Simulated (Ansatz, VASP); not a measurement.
**One calculation of RbBr, two programs**

```
Rb Br
1.0
     0.00000    3.23487    3.42750
     3.62013    0.00000    3.42750
     3.62013    3.23487    0.00000
Rb Br
1 1
Direct
  0.00000 0.00000 0.00000
  0.50000 0.50000 0.50000
```

Change from the starting cell: strain +0.0562 x Voigt [1, -1, 0, 0, 0, 0], atoms carried along.

Alike in both runs: task single point; functional PBE; k mesh 6 × 6 × 6; occupations gaussian, width 0.05 eV; no spin polarisation.

|  | VASP | Ansatz |
| --- | --- | --- |
| version | VASP 6.6.1 | Ansatz 0.2.0 |
| potentials or method | VASP PAW PBE potentials, release 64 (Rb_sv, Br), cutoff 520 eV | scalar-relativistic, plane waves, PAW |
| valence electrons in the cell | 16 | 16 |

|  | VASP | Ansatz | Ansatz less VASP |
| --- | --- | --- | --- |
| gap on the k mesh at the Fermi level (eV) | 4.25 | 4.26 | +0.004 |
| least direct gap on the mesh (eV) | 4.25 | 4.26 | +0.004 |
| pressure (GPa) | 1.5 | 1.5 | -0.03 |
| traceless stress, the component that is largest in VASP (GPa) | 2.28 | 2.25 | -0.026 |
